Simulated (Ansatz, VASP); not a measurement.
One calculation of SnO, two programs

```
Sn O
1.0
     3.86826    0.00000    0.00000
     0.00000    3.86826    0.00000
     0.20265    0.00000    5.06624
Sn O
2 2
Cartesian
  0.0062 1.9341 1.1586
  2.1306 0.0000 3.9077
  1.9393 1.9341 0.0003
  -0.0051 0.0000 -0.0003
```

Alike in both runs: task single point; functional PBE; k mesh 10 × 10 × 8; occupations gaussian, width 0.01 eV; no spin polarisation.

|  | VASP | Ansatz |
| --- | --- | --- |
| version | VASP 6.6.1 | Ansatz 0.2.0 |
| potentials or method | VASP PAW PBE potentials, release 64 (Sn_d, O), cutoff 520 eV | scalar-relativistic, plane waves, PAW |
| valence electrons in the cell | 40 | 40 |

VASP gave:

* gap on the k mesh at the Fermi level (eV): 0.53
* least direct gap on the mesh (eV): 1.90
* pressure (GPa): 0.3
* traceless stress, the component that is largest in VASP (GPa): -0.73
* rms of the force components (eV/Å): 0.031

Problem. What did Ansatz give for the same quantities?

Solution. gap on the k mesh at the Fermi level (eV): 0.52; least direct gap on the mesh (eV): 1.93; pressure (GPa): 0.1; traceless stress, the component that is largest in VASP (GPa): -0.73; rms of the force components (eV/Å): 0.000.

Atom by atom the forces differ by 0.031 eV/Å (rms over components).
